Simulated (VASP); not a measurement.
A run of VASP 6.6.1 is set up as follows.

Contents of INCAR:

```
  PREC = Accurate
  ENCUT = 600
  EDIFF = 1E-6
  ISMEAR = -1
  SIGMA = 0.05
  LREAL = False
  LASPH = True
  NELM = 60
  ALGO = Normal
  ISIF = 3
  LWAVE = False
  LCHARG = False
  GGA = CA
  IBRION = 2
  NSW = 45
  EDIFFG = -0.005
```

Contents of KPOINTS:

```
regular mesh
0
Gamma
  15 15 8
```

Contents of POSCAR:

```
Hg
1.0
    3.1791125055      0.0000000000      0.0000000000
   -1.5895562527      2.7531921913      0.0000000000
    0.0000000000      0.0000000000      5.0511257269
Hg
2
Direct
    0.3333333333      0.6666666667      0.2500000000
    0.6666666667      0.3333333333      0.7500000000
```

Potentials or basis: VASP PAW LDA potentials, release 64 (Hg).

Run with:

```bash
$ cat potpaw_LDA.64/Hg/POTCAR > POTCAR
$ mpirun -np 1 vasp_std > vasp.out
```

What does it give for the band gap on the k mesh?

Zero (bands 12 and 13 overlap by 1.41 eV).

What does it give for the relaxed volume?

22.37 Å³/atom.

The path:
```tsv
step	energy change (eV)	largest force (eV/Å)	pressure (GPa)	volume (Å³)
1	0.0000	0.0000	0.63	44.21
2	-0.0011	0.0000	0.04	44.77
3	-0.0011	0.0000	-0.04	44.81
4	-0.0011	0.0000	-0.04	44.79
5	-0.0011	0.0000	0.03	44.75
```

Caveat: spin-orbit coupling is left out, which moves the levels of the heavy elements.
